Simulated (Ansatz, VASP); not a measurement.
# SiC in VASP and in Ansatz

```xyz
2
Lattice="0.0000 2.0870 2.1740 2.0870 0.0000 2.1740 2.0870 2.0870 0.0000" Properties=species:S:1:pos:R:3 pbc="T T T"
Si    0.0000    0.0000    0.0000
C     3.1306    3.1306    3.2610
```

Change from the starting cell: strain -0.040 along x and y, +0.000 along z, atoms carried along.

Alike in both runs: task single point; functional PBE; k mesh 12 × 12 × 12; occupations gaussian, width 0.05 eV; no spin polarisation.

|  | VASP | Ansatz |
| --- | --- | --- |
| version | VASP 6.6.1 | Ansatz 0.2.0 |
| potentials or method | VASP PAW PBE potentials, release 64 (Si, C), cutoff 520 eV | scalar-relativistic, plane waves, PAW |
| valence electrons in the cell | 8 | 8 |

```tsv
	VASP	Ansatz	Ansatz less VASP
gap on the k mesh at the Fermi level (eV)	1.04	1.05	+0.003
least direct gap on the mesh (eV)	4.58	4.59	+0.007
pressure (GPa)	26.6	26.7	+0.11
traceless stress, the component that is largest in VASP (GPa)	-7.72	-7.69	+0.024
```
